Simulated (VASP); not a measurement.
A run of VASP 6.6.1:

INCAR

```
PREC = Accurate
ENCUT = 520
EDIFF = 1E-6
ISMEAR = -1
SIGMA = 0.05
LREAL = False
LASPH = True
NELM = 150
ALGO = Normal
ISIF = 2
LWAVE = False
LCHARG = False
ISPIN = 2
MAGMOM = 0.4 0.4
LORBIT = 11
NUPDOWN = 0.8
LMAXMIX = 4
GGA = CA
NBANDS = 24
```

File KPOINTS:

```
regular mesh
0
Gamma
  11 11 11
```

POSCAR

```
MnV
1.0
    2.9000000000      0.0000000000      0.0000000000
    0.0000000000      2.9000000000      0.0000000000
    0.0000000000      0.0000000000      2.9000000000
Mn V
1 1
Direct
    0.0000000000      0.0000000000      0.0000000000
    0.5000000000      0.5000000000      0.5000000000
```

Potentials or basis: VASP PAW LDA potentials, release 64 (Mn_pv, V_sv).

The run is started by

```bash
$ cat potpaw_LDA.64/Mn_pv/POTCAR potpaw_LDA.64/V_sv/POTCAR > POTCAR
$ mpirun -np 1 vasp_std > vasp.out
```

Hardware: 1 thread of Intel Xeon 8259CL, with other jobs on the host.

Estimate the wall time of this run.

Run time: 69 s on 1 thread of Intel Xeon 8259CL, on a shared host, peak memory 0.17 GiB. Counts: scf iterations 17, k points 56.
